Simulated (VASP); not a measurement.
A run of VASP 6.6.1:

POSCAR

```
KI
1.0
    2.5468543751     -4.4108224298      0.0000000000
    2.5468543751      4.4108224298      0.0000000000
    0.0000000000      0.0000000000      8.9310148585
K I
2 2
Direct
    0.5000000000      0.5000000000      0.5000000000
    0.5000000000      0.5000000000      0.0000000000
    0.8333974866      0.1666025134      0.2500000000
    0.1666025134      0.8333974866      0.7500000000
```

Contents of INCAR.step1:

```
ALGO = Normal
EDIFF = 1E-4
ENCUT = 520
GGA = PE
ISMEAR = 0
LASPH = True
LCHARG = False
LREAL = False
LWAVE = True
NBANDS = 24
NELM = 100
PREC = Accurate
SIGMA = 0.01
```

INCAR.step2

```
ALGO = Normal
EDIFF = 1E-6
ENCUT = 520
ISIF = 2
ISMEAR = 0
ISTART = 1
LASPH = True
LCHARG = True
LELF = True
LMIXTAU = True
LREAL = False
LVHAR = True
LWAVE = False
METAGGA = R2SCAN
NBANDS = 24
NELM = 100
PREC = Accurate
SIGMA = 0.01
```

The input KPOINTS:

```
k-points
0
Gamma
  6 6 4
```

Potentials or basis: VASP PAW PBE potentials, release 64 (K_sv, I).

Command:

```console
$ cat potpaw_PBE.64/K_sv/POTCAR potpaw_PBE.64/I/POTCAR > POTCAR
$ cp INCAR.step1 INCAR
$ mpirun -np 1 vasp_std > vasp.out
$ cp INCAR.step2 INCAR
$ mpirun -np 1 vasp_std > vasp.out
```

Hardware: 1 thread of Intel(R) Xeon(R) 6975P-C (Granite Rapids) (shared host).

Problem. How long does it take, and how much memory?

Solution. Wall time 5.7 min on 1 thread of Intel(R) Xeon(R) 6975P-C (Granite Rapids), on a shared host, peak memory 0.46 GiB. Counts: k points 39.
